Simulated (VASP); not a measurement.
# Na (Fm-3m) in VASP: density of states with LDA

Aim: the density of states of Na with LDA.

All numbers are computed with VASP 6.6.1; they aren't measurements. Logs are shortened: lines on timing, memory, paths and dates and some standing lists are left out, and cuts for length are marked.

## 1. The cell of the first run

Symmetry: Fm-3m, No. 225, cubic system. The conventional cell has a = 3.767 Å, b = 3.767 Å, c = 3.767 Å, α = 90.00°, β = 90.00°, γ = 90.00°. Na (site symmetry m-3m) has 12 Na at 2.66 Å within 3.5 Å.

## 2. Density of states, LDA (volume scaled by 0.4)

File POSCAR:

```
Na
1.0
    0.0000000000      1.8832883448      1.8832883448
    1.8832883448      0.0000000000      1.8832883448
    1.8832883448      1.8832883448      0.0000000000
Na
1
Direct
    0.0000000000      0.0000000000      0.0000000000
```

File INCAR.step1:

```
  PREC = Accurate
  ENCUT = 520
  EDIFF = 1E-6
  ISMEAR = -1
  SIGMA = 0.05
  LREAL = False
  LASPH = True
  NELM = 80
  ALGO = Normal
  ISIF = 2
  LWAVE = False
  LCHARG = True
  GGA = CA
  NBANDS = 10
```

File KPOINTS.step1:

```
regular mesh
0
Gamma
  13 13 13
```

File INCAR.step2:

```
  PREC = Accurate
  ENCUT = 520
  EDIFF = 1E-6
  ISMEAR = -5
  SIGMA = 0.05
  LREAL = False
  LASPH = True
  NELM = 80
  ALGO = Normal
  ISIF = 2
  LWAVE = False
  LCHARG = False
  GGA = CA
  LORBIT = 11
  NBANDS = 10
  NEDOS = 1001
  ICHARG = 11
```

File KPOINTS.step2:

```
regular mesh
0
Gamma
  20 20 20
```

Potentials or basis: VASP PAW LDA potentials, release 64 (Na_pv).

Launch:

```
> cat potpaw_LDA.64/Na_pv/POTCAR > POTCAR
> cp INCAR.step1 INCAR
> cp KPOINTS.step1 KPOINTS
> mpirun -np 1 vasp_std > vasp.out
> cp INCAR.step2 INCAR
> cp KPOINTS.step2 KPOINTS
> mpirun -np 1 vasp_std > vasp.out
```

OUTCAR:

```text
PREC = Accurate
   ENCUT = 520
   EDIFF = 1E-6
   ISMEAR = -5
   LREAL = False
   LASPH = True
   NELM = 80
   ISIF = 2
   GGA = CA
   LORBIT = 11
   ICHARG = 11

 ion  position               nearest neighbor table
   1  0.000  0.000  0.000-

  LATTYP: Found a face centered cubic cell.
 ALAT       =     3.7665766896

  Lattice vectors:

 A1 = (   0.0000000000,   1.8832883448,   1.8832883448)
 A2 = (   1.8832883448,   0.0000000000,   1.8832883448)
 A3 = (   1.8832883448,   1.8832883448,   0.0000000000)

Analysis of symmetry for initial positions (statically):
=====================================================================
 Subroutine PRICEL returns:
 Original cell was already a primitive cell.

 Routine SETGRP: Setting up the symmetry group for a
 face centered cubic supercell.

 Subroutine GETGRP returns: Found 48 space group operations
 (whereof 48 operations were pure point group operations)
 out of a pool of 48 trial point group operations.

The static configuration has the point symmetry O_h .

Analysis of symmetry for dynamics (positions and initial velocities):
=====================================================================
 Subroutine PRICEL returns:
 Original cell was already a primitive cell.

 Routine SETGRP: Setting up the symmetry group for a
 face centered cubic supercell.

 Subroutine GETGRP returns: Found 48 space group operations
 (whereof 48 operations were pure point group operations)
 out of a pool of 48 trial point group operations.

The dynamic configuration has the point symmetry O_h .

 Subroutine INISYM returns: Found 48 space group operations
 (whereof 48 operations are pure point group operations),
 and found     1 'primitive' translations

----------------------------------------------------------------------------------------

                                     Primitive cell

  volume of cell :      13.3592

  direct lattice vectors                    reciprocal lattice vectors
     0.000000000  1.883288345  1.883288345    -0.265493068  0.265493068  0.265493068
     1.883288345  0.000000000  1.883288345     0.265493068 -0.265493068  0.265493068
     1.883288345  1.883288345  0.000000000     0.265493068  0.265493068 -0.265493068

  length of vectors
     2.663371919  2.663371919  2.663371919     0.459847482  0.459847482  0.459847482

  position of ions in fractional coordinates (direct lattice)
     0.000000000  0.000000000  0.000000000

  ion indices of the primitive-cell ions
   primitive index   ion index
                 1           1

----------------------------------------------------------------------------------------

 KPOINTS: regular mesh

Automatic generation of k-mesh.
 Grid dimensions read from file:
 generate k-points for:   20   20   20

 Generating k-lattice:

  Cartesian coordinates                     Fractional coordinates (reciprocal lattice)
    -0.013274653  0.013274653  0.013274653     0.050000000  0.000000000  0.000000000
     0.013274653 -0.013274653  0.013274653     0.000000000  0.050000000  0.000000000
     0.013274653  0.013274653 -0.013274653     0.000000000  0.000000000  0.050000000

  Length of vectors
     0.022992374  0.022992374  0.022992374

  Shift w.r.t. Gamma in fractional coordinates (k-lattice)
     0.000000000  0.000000000  0.000000000

 TETIRR: Found   1093 inequivalent tetrahedra from    48000

 Subroutine IBZKPT returns following result:
 ===========================================

 Found    256 irreducible k-points:

 Following reciprocal coordinates:
            Coordinates               Weight
  0.000000  0.000000  0.000000      1.000000
  0.050000  0.000000  0.000000      8.000000
  0.100000  0.000000  0.000000      8.000000
  0.150000  0.000000  0.000000      8.000000
  0.200000  0.000000  0.000000      8.000000
  0.250000  0.000000  0.000000      8.000000
[... 16 lines left out ...]
 -0.400000  0.050000  0.000000     24.000000
 -0.350000  0.050000  0.000000     24.000000
 [... further k-points ...]
   k-points           NKPTS =    256   k-points in BZ     NKDIM =    256   number of bands    NBANDS=     10
   number of dos      NEDOS =   1001   number of ions     NIONS =      1
   total plane-waves  NPLWV =   8000
   dimension x,y,z NGX =    20 NGY =   20 NGZ =   20
   dimension x,y,z NGXF=    40 NGYF=   40 NGZF=   40
   ions per type =               1
   NGX,Y,Z   is equivalent  to a cutoff of  12.48, 12.48, 12.48 a.u.
   NGXF,Y,Z  is equivalent  to a cutoff of  24.97, 24.97, 24.97 a.u.
 SYSTEM =  unknown system
   PREC   = accura    normal or accurate (medium, high low for compatibility)
   ISTART =      0    job   : 0-new  1-cont  2-samecut
   ICHARG =     11    charge: 1-file 2-atom 10-const
   ISPIN  =      1    spin polarized calculation?
   LNONCOLLINEAR =      F non collinear calculations
   LSORBIT =      F    spin-orbit coupling
   LASPH  =      T    aspherical Exc in radial PAW
   ENCUT  =  520.0 eV  38.22 Ry    6.18 a.u.   4.95  4.95  4.95*2*pi/ulx,y,z
   NELM   =     80;   NELMIN=  2; NELMDL=  0     # of ELM steps
   EDIFF  = 0.1E-05   stopping-criterion for ELM
   LREAL  =      F    real-space projection
   EDIFFG = 0.1E-04   stopping-criterion for IOM
   NSW    =      0    number of steps for IOM
   IBRION =     -1    ionic relax: 0-MD 1-quasi-New 2-CG
   NFREE  =      0    steps in history (QN), initial steepest desc. (CG)
   ISIF   =      2    stress and relaxation
   ISYM   =      2    0-nonsym 1-usesym 2-fastsym
   POTIM  = 0.5000    time-step for ionic-motion
   TEBEG  =    0.0;   TEEND  =   0.0 temperature during run
   PSTRESS=    0.0 pullay stress
   NELECT =       7.0000    total number of electrons
   NUPDOWN=      -1.0000    fix difference up-down
   EMIN   =  10.00;   EMAX   =-10.00  energy-range for DOS
   EFERMI =   0.00;   METHOD = LEGACY
   ISMEAR =    -5;   SIGMA  =   0.05  broadening in eV -4-tet -1-fermi 0-gaus
   EFERMI_NEDOS =   21; number of points for ismear=-14 and -15
   IALGO  =     38    algorithm
   IMIX   =      4    mixing-type and parameters
     AMIX     =   0.40;   BMIX     =  1.00
     AMIX_MAG =   1.60;   BMIX_MAG =  1.00
  volume/ion in A,a.u.               =      13.36        90.15
  Fermi-wavevector in a.u.,A,eV,Ry     =   1.319818  2.494094 23.700252  1.741919
  Thomas-Fermi vector in A             =   2.449689
   LORBIT       =     11    0 simple, 1 ext, 2 COOP (PROOUT), +10 PAW based schemes
   GGA     = CA    functional components
   LHFCALC =     F    Hartree Fock is set to
   AEXX    =    0.0000 exact exchange contribution
   IVDW    =     0    specifies the selected vdW correction
   LEPSILON=     F    determine dielectric tensor
   LRPA    =     F    only Hartree local field effects (RPA)
 non-spin polarized calculation
 Fermi weights with tetrahedron method with Bloechl corrections
  energy-cutoff  :      520.00
  volume of cell :       13.36
 maximum number of plane-waves:       370

 number of electron       7.0000004 magnetization

 Free energy of the ion-electron system (eV)
  ---------------------------------------------------
  ext. energy  EPLUGINS =         0.00000000
  ---------------------------------------------------
  free energy    TOTEN  =        -0.05280937 eV

  energy without entropy =       -0.05280937  energy(sigma->0) =       -0.05280937

 E-fermi :   5.6176     XC(G=0): -10.4347

 val. band max:        5.5844529954   @ k =   0.4500   0.0000   0.0000
 cond. band min:       5.5903217110   @ k =  -0.2500   0.3000   0.0500
 fundamental gap:      0.0058687156
 Fermi energy:         5.6175951296

 k-point     1 :       0.0000    0.0000    0.0000
  band No.  band energies     occupation
      1     -19.8161      2.00000
      2     -19.8161      2.00000
      3     -19.8161      2.00000
      4      -0.6691      2.00000
      5      23.8084      0.00000
      6      23.8084      0.00000
      7      23.8084      0.00000
      8      26.4824      0.00000
      9      30.2459      0.00000
     10      30.2459      0.00000

 k-point     2 :       0.0500    0.0000    0.0000
  band No.  band energies     occupation
      1     -19.8381      2.00000
      2     -19.8183      2.00000
      3     -19.8183      2.00000
      4      -0.5781      2.00000
      5      22.6829      0.00000
      6      23.7875      0.00000
      7      23.7875      0.00000
      8      27.3110      0.00000
      9      29.9977      0.00000
     10      30.0158      0.00000

 k-point     3 :       0.1000    0.0000    0.0000
  band No.  band energies     occupation
      1     -19.9012      2.00000
      2     -19.8247      2.00000
      3     -19.8247      2.00000
      4      -0.3079      2.00000
      5      20.7772      0.00000
      6      23.7160      0.00000
      7      23.7160      0.00000
      8      27.6697      0.00000
      9      29.4965      0.00000
     10      29.5075      0.00000

 k-point     4 :       0.1500    0.0000    0.0000
  band No.  band energies     occupation
      1     -19.9979      2.00000
      2     -19.8346      2.00000
      3     -19.8346      2.00000
      4       0.1332      2.00000
      5      18.7906      0.00000
      6      23.5737      0.00000
      7      23.5737      0.00000
      8      27.0803      0.00000
      9      29.0206      0.00000
     10      29.0207      0.00000
[... 222 lines left out ...]
 k-point    22 :      -0.4500    0.0500    0.0000
  band No.  band energies     occupation
      1     -20.6292      2.00000
      2     -19.9202      2.00000
      3     -19.9050      2.00000
      4       6.0150      0.09088
      5       8.1344      0.00000
      6      20.8925      0.00000
      7      22.0070      0.00000
      8      25.7511      0.00000
      9      28.3354      0.00000
     10      28.6116      0.00000

 k-point    23 :      -0.4000    0.0500    0.0000
  band No.  band energies     occupation
      1     -20.5867      2.00000
      2     -19.9182      2.00000
      3     -19.8969      2.00000
      4       4.8698      2.15618
      5       9.5010      0.00000
      6      20.9153      0.00000
      7      22.2505      0.00000
      8      25.8183      0.00000
      9      28.3550      0.00000
     10      28.5229      0.00000

 k-point    24 :      -0.3500    0.0500    0.0000
  band No.  band energies     occupation
      1     -20.5115      2.00000
      2     -19.9117      2.00000
      3     -19.8855      2.00000
      4       3.7574      2.00000
      5      11.0289      0.00000
      6      21.0318      0.00000
      7      22.6012      0.00000
      8      25.9600      0.00000
      9      28.0621      0.00000
     10      28.7312      0.00000

 [... further k-points ...]
[... 5 lines left out ...]
  --------------------------------------------------------------------------------------
  -------------------------------------------------------------------------------------
  Total        3.9999640      3.9999640      3.9999640      0.0000000      0.0000000      0.0000000
  in kB      479.7182192    479.7182192    479.7182192      0.0000000      0.0000000      0.0000000
  external PRESSURE =     479.7182192 kB  Pullay stress =       0.0000000 kB

 VOLUME and BASIS-vectors are now :
 -----------------------------------------------------------------------------
  energy-cutoff  :      520.00
  volume of cell :       13.36
      direct lattice vectors                 reciprocal lattice vectors
     0.000000000  1.883288345  1.883288345    -0.265493068  0.265493068  0.265493068
     1.883288345  0.000000000  1.883288345     0.265493068 -0.265493068  0.265493068
     1.883288345  1.883288345  0.000000000     0.265493068  0.265493068 -0.265493068

 POSITION                                       TOTAL-FORCE (eV/Angst)
 -----------------------------------------------------------------------------------
      0.00000      0.00000      0.00000         0.000000      0.000000     -0.000000
 -----------------------------------------------------------------------------------
    total drift:                                0.000000      0.000000     -0.000000

  FREE ENERGIE OF THE ION-ELECTRON SYSTEM (eV)
  ---------------------------------------------------
  free  energy   TOTEN  =        -0.0528093737 eV

  energy  without entropy=       -0.0528093737  energy(sigma->0) =       -0.05280937

 total charge

# of ion       s       p       d       tot
------------------------------------------
    1        0.247   6.053   0.000   6.300
```

Run time: 21 s. Hardware: 1 thread of Intel Xeon Platinum 8259CL at 2.50GHz (Skylake/Cascade Lake), shared host; peak memory 0.13 GiB.

What came out:

| Property | Result |
| --- | --- |
| Valence electrons inside the program's atomic spheres | Na 6.30 |

Caveat: tetrahedron occupations give inexact forces and stress in metals.
